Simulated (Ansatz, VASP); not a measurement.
Two plane-wave programs on TiCo3

INCAR

```
PREC = Accurate
ENCUT = 520
EDIFF = 1E-7
ISMEAR = 0
SIGMA = 0.1
LREAL = False
LASPH = True
NELM = 150
ALGO = Normal
ISIF = 2
LWAVE = False
LCHARG = False
ISPIN = 2
MAGMOM = 0 0.3 0.3 0.3
LORBIT = 11
LMAXMIX = 4
GGA = PS
NBANDS = 32
```

The input KPOINTS:

```
regular mesh
0
Gamma
  12 12 12
```

POSCAR

```
TiCo3
1.0
    3.4563635693      0.0000000000      0.0000000000
    0.0000000000      3.4563635693      0.0000000000
    0.0000000000      0.0000000000      3.4563635693
Ti Co
1 3
Direct
    0.0000000000      0.0000000000      0.0000000000
    0.0000000000      0.5000000000      0.5000000000
    0.5000000000      0.0000000000      0.5000000000
    0.5000000000      0.5000000000      0.0000000000
```

Input for Ansatz:

```yaml
crystal:
  lattice:
    - [3.4563635693, 0.0, 0.0]
    - [0.0, 3.4563635693, 0.0]
    - [0.0, 0.0, 3.4563635693]
  atoms:
    - { symbol: Ti, position: [0.0, 0.0, 0.0] }
    - { symbol: Co, position: [0.0, 0.5, 0.5], spin: 0.3 }
    - { symbol: Co, position: [0.5, 0.0, 0.5], spin: 0.3 }
    - { symbol: Co, position: [0.5, 0.5, 0.0], spin: 0.3 }
basis:
  ecutwfc: 420
kpoints:
  mp_grid: { grid: [12, 12, 12] }
hamiltonian:
  xc: pbesol
scf:
  occupations: { method: gaussian, width: 0.1 }
output:
  forces: true
  stress: true
  eigenvalues: true
  populations: true
magnetization:
  spin_polarized: true
```

Alike in both runs: task single point; functional PBEsol; k mesh 12 × 12 × 12; occupations gaussian, width 0.1 eV; collinear spin.

|  | VASP | Ansatz |
| --- | --- | --- |
| version | VASP 6.6.1 | Ansatz 0.2.0 |
| potentials or method | VASP PAW PBE potentials, release 64 (Ti_sv, Co), cutoff 520 eV | scalar-relativistic, plane waves, PAW |
| valence electrons in the cell | 39 | 63 |

Ansatz gave:

* gap on the k mesh at the Fermi level (eV): none
* pressure (GPa): 16.7
* net moment per atom (μB): 0.06
* size of the moment on the site where the two differ most (μB): 0.09

Task: Estimate VASP's values.

Result: gap on the k mesh at the Fermi level (eV): none; pressure (GPa): 15.7; net moment per atom (μB): 0.05; size of the moment on the site where the two differ most (μB): 0.07.

VASP's potentials were made for PBE, not for PBEsol. Site moments also hang on the region over which each program counts them. A gap of «none» marks a metal or a gap that the smearing closes. With one functional, cell and mesh, what is left measures potentials, basis and numerics. VASP's potentials hold 39 valence electrons a cell and Ansatz's 63, so a difference there can come from the potentials and not from the codes.
